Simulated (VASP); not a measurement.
# AgCl (Pm-3m) in VASP: notebook, part 2 of 2

VASP 6.6.1. Earlier steps stand in the parts before.

## (5) Single point, r2SCAN50

Contents of POSCAR:

```
AgCl
1.0
    3.3955880382      0.0000000000      0.0000000000
    0.0000000000      3.3955880382      0.0000000000
    0.0000000000      0.0000000000      3.3955880382
Ag Cl
1 1
Direct
    0.0000000000      0.0000000000      0.0000000000
    0.5000000000      0.5000000000      0.5000000000
```

Contents of INCAR.step1:

```
SYSTEM = AgCl
  PREC = Accurate
  ENCUT = 520
  EDIFF = 1E-5
  ISMEAR = 0
  SIGMA = 0.01
  LREAL = .FALSE.
  LASPH = .TRUE.
  NELM = 100
  ALGO = Normal
  ISIF = 2
  LWAVE = .TRUE.
  LCHARG = .FALSE.
  GGA = PE
  NBANDS = 16
```

Contents of INCAR.step2:

```
SYSTEM = AgCl
  PREC = Accurate
  ENCUT = 520
  EDIFF = 1E-7
  ISMEAR = 0
  SIGMA = 0.01
  LREAL = .FALSE.
  LASPH = .TRUE.
  NELM = 100
  ALGO = Normal
  ISIF = 2
  LWAVE = .FALSE.
  LCHARG = .FALSE.
  METAGGA = R2SCAN
  LHFCALC = .TRUE.
  AEXX = 0.5
  LMIXTAU = .TRUE.
  PRECFOCK = Normal
  ISTART = 1
  NBANDS = 16
```

Contents of KPOINTS:

```
Automatic mesh
0
G
  4 4 4
  0 0 0
```

Potentials or basis: VASP PAW PBE potentials, release 64 (Ag, Cl).

Launch:

```bash
$ cat potpaw_PBE.64/Ag/POTCAR potpaw_PBE.64/Cl/POTCAR > POTCAR
$ cp INCAR.step1 INCAR
$ mpirun -np 1 vasp_std > vasp.out
$ cp INCAR.step2 INCAR
$ mpirun -np 1 vasp_std > vasp.out
```

OUTCAR:

```text
SYSTEM = AgCl
   PREC = Accurate
   ENCUT = 520
   EDIFF = 1E-7
   ISMEAR = 0
   LREAL = .FALSE.
   LASPH = .TRUE.
   NELM = 100
   ISIF = 2
   METAGGA = R2SCAN
   LHFCALC = .TRUE.
   AEXX = 0.5
   PRECFOCK = Normal
   ISTART = 1

 ion  position               nearest neighbor table
   1  0.000  0.000  0.000-   2 2.94   2 2.94   2 2.94   2 2.94   2 2.94   2 2.94   2 2.94   2 2.94

   2  0.500  0.500  0.500-   1 2.94   1 2.94   1 2.94   1 2.94   1 2.94   1 2.94   1 2.94   1 2.94

  LATTYP: Found a simple cubic cell.
 ALAT       =     3.3955880382

  Lattice vectors:

 A1 = (   3.3955880382,   0.0000000000,   0.0000000000)
 A2 = (   0.0000000000,   3.3955880382,   0.0000000000)
 A3 = (   0.0000000000,   0.0000000000,   3.3955880382)

Analysis of symmetry for initial positions (statically):
=====================================================================
 Subroutine PRICEL returns:
 Original cell was already a primitive cell.

 Routine SETGRP: Setting up the symmetry group for a
 simple cubic supercell.

 Subroutine GETGRP returns: Found 48 space group operations
 (whereof 48 operations were pure point group operations)
 out of a pool of 48 trial point group operations.

The static configuration has the point symmetry O_h .

Analysis of symmetry for dynamics (positions and initial velocities):
=====================================================================
 Subroutine PRICEL returns:
 Original cell was already a primitive cell.

 Routine SETGRP: Setting up the symmetry group for a
 simple cubic supercell.

 Subroutine GETGRP returns: Found 48 space group operations
 (whereof 48 operations were pure point group operations)
 out of a pool of 48 trial point group operations.

The dynamic configuration has the point symmetry O_h .

 Subroutine INISYM returns: Found 48 space group operations
 (whereof 48 operations are pure point group operations),
 and found     1 'primitive' translations

----------------------------------------------------------------------------------------

[... 105 lines left out ...]
   ENCUT4O =  -1.0   cutoff for four orbital integrals eV
   NKREDX  =     1    reduce k-point grid by
   NKREDY  =     1    reduce k-point grid by
   NKREDZ  =     1    reduce k-point grid by
   AEXX    =    0.5000 exact exchange contribution
   HFSCREEN=    0.0000 screening length (either q_TF or 0.3 A-1)
   HFSCREENC=   0.0000 screening length for correlation (either q_TF or 0.3 A-1)
   ENCUTFOCK=  -1.0 apply spherical cutoff to Coloumb kernel
   IVDW    =     0    specifies the selected vdW correction
   LEPSILON=     F    determine dielectric tensor
   LRPA    =     F    only Hartree local field effects (RPA)
 non-spin polarized calculation
 Gauss-broadening in eV      SIGMA  =   0.01
  energy-cutoff  :      520.00
  volume of cell :       39.15
 maximum number of plane-waves:      1074
 NGX is ok and might be reduce to    28
  NGX = 20; NGY = 20; NGZ = 20

 number of electron      18.0000002 magnetization

 Free energy of the ion-electron system (eV)
  ---------------------------------------------------
  ext. energy  EPLUGINS =         0.00000000
  ---------------------------------------------------
  free energy    TOTEN  =       -20.65538764 eV

  energy without entropy =      -20.65538764  energy(sigma->0) =      -20.65538764

 E-fermi :   1.5685     XC(G=0):  -6.1772

 val. band max:        1.4797870157   @ k =   0.5000   0.0000   0.0000
 cond. band min:       6.6638732857   @ k =   0.0000   0.0000   0.0000
 fundamental gap:      5.1840862700
 Fermi energy:         1.5684558898

 k-point     1 :       0.0000    0.0000    0.0000
  band No.  band energies     occupation
      1     -15.9029      2.00000
      2      -2.4991      2.00000
      3      -2.4991      2.00000
      4      -1.5310      2.00000
      5      -1.5310      2.00000
      6      -1.5310      2.00000
[... 167 lines left out ...]
      3      -4.0641      2.00000
      4      -4.0641      2.00000
      5      -1.0424      2.00000
      6      -1.0424      2.00000
[... 8 lines left out ...]
     15      24.9579      0.00000
     16      24.9579      0.00000

------------------------ aborting loop because EDIFF is reached ----------------------------------------

  FORCE on cell =-STRESS in cart. coord.  units (eV):
  Direction    XX          YY          ZZ          XY          YZ          ZX
  --------------------------------------------------------------------------------------
  -------------------------------------------------------------------------------------
  Total        0.0400804      0.0400804      0.0400804     -0.0000000     -0.0000000      0.0000000
  in kB        1.6402038      1.6402038      1.6402038     -0.0000000     -0.0000000      0.0000000
  external PRESSURE =       1.6402038 kB  Pullay stress =       0.0000000 kB

 VOLUME and BASIS-vectors are now :
 -----------------------------------------------------------------------------
  energy-cutoff  :      520.00
  volume of cell :       39.15
      direct lattice vectors                 reciprocal lattice vectors
     3.395588038  0.000000000  0.000000000     0.294499801  0.000000000  0.000000000
     0.000000000  3.395588038  0.000000000     0.000000000  0.294499801  0.000000000
     0.000000000  0.000000000  3.395588038     0.000000000  0.000000000  0.294499801

 POSITION                                       TOTAL-FORCE (eV/Angst)
 -----------------------------------------------------------------------------------
      0.00000      0.00000      0.00000         0.000000      0.000000      0.000000
      1.69779      1.69779      1.69779         0.000000      0.000000      0.000000
 -----------------------------------------------------------------------------------
    total drift:                                0.000000      0.000000      0.000000

  FREE ENERGIE OF THE ION-ELECTRON SYSTEM (eV)
  ---------------------------------------------------
  free  energy   TOTEN  =       -20.6553876420 eV

  energy  without entropy=      -20.6553876420  energy(sigma->0) =      -20.65538764
```

OSZICAR.step1:

```text
N       E                     dE             d eps       ncg     rms          rms(c)
DAV:   1     0.102112649714E+03    0.10211E+03   -0.86860E+03   320   0.101E+03
DAV:   2    -0.186603282874E+01   -0.10398E+03   -0.95050E+02   408   0.229E+02
DAV:   3    -0.537103717873E+01   -0.35050E+01   -0.34990E+01   384   0.437E+01
DAV:   4    -0.539218031027E+01   -0.21143E-01   -0.21142E-01   400   0.368E+00
DAV:   5    -0.539243830167E+01   -0.25799E-03   -0.25799E-03   408   0.390E-01    0.576E+00
DAV:   6    -0.510263613288E+01    0.28980E+00   -0.36381E-01   368   0.842E+00    0.386E+00
DAV:   7    -0.509164222089E+01    0.10994E-01   -0.13073E-01   352   0.239E+00    0.214E+00
DAV:   8    -0.508838256077E+01    0.32597E-02   -0.69496E-03   328   0.824E-01    0.377E-01
DAV:   9    -0.508813717460E+01    0.24539E-03   -0.57346E-04   384   0.346E-01    0.505E-02
DAV:  10    -0.508816232334E+01   -0.25149E-04   -0.10681E-04   344   0.105E-01    0.423E-02
DAV:  11    -0.508816995170E+01   -0.76284E-05   -0.65913E-06   224   0.227E-02
   1 F= -.50881700E+01 E0= -.50881700E+01  d E =-.411398E-45
```

Run time: 8.3 min. Hardware: 1 thread of Oxide Virtual Turin-like, shared host; peak memory 0.14 GiB.

What came out:

| Item | Value |
| --- | --- |
| Free energy | -20.6554 eV |
| Pressure | 0.2 GPa |
| Band gap on the k mesh | 5.18 eV, indirect (least direct gap 6.74 eV) |

Caveat: the k points lie up to 0.46 Å⁻¹ apart; the PAW data sets were made with another functional, which shifts forces and pressure a little. A k mesh can miss the band edges.

## (6) The runs side by side

| level | share of exact exchange | screening parameter | gap on the mesh (eV) | pressure (GPa) |
| --- | --- | --- | --- | --- |
| PBE-based global hybrid | 0.75 | - | 7.41 | -0.3 |
| PBE-based screened hybrid | 0.35 | 0.5 1/Å | 1.76 | 1.6 |
| PBE-based screened hybrid | 0.15 | 0.1 1/Å | 1.63 | 1.3 |
| r2SCAN50 | - | - | 5.18 | 0.2 |

Alike in all rows: task single point; potentials or basis VASP PAW PBE potentials, release 64 (Ag, Cl); no spin polarisation; cell as given; k mesh 4 × 4 × 4; cutoff (eV) 520; smearing gaussian 0.01 eV.

Caveats: all runs use coarse meshes; the PAW data sets were made with another functional, which shifts forces and pressure a little.

Absolute energies hang on the potentials; compare differences alone.
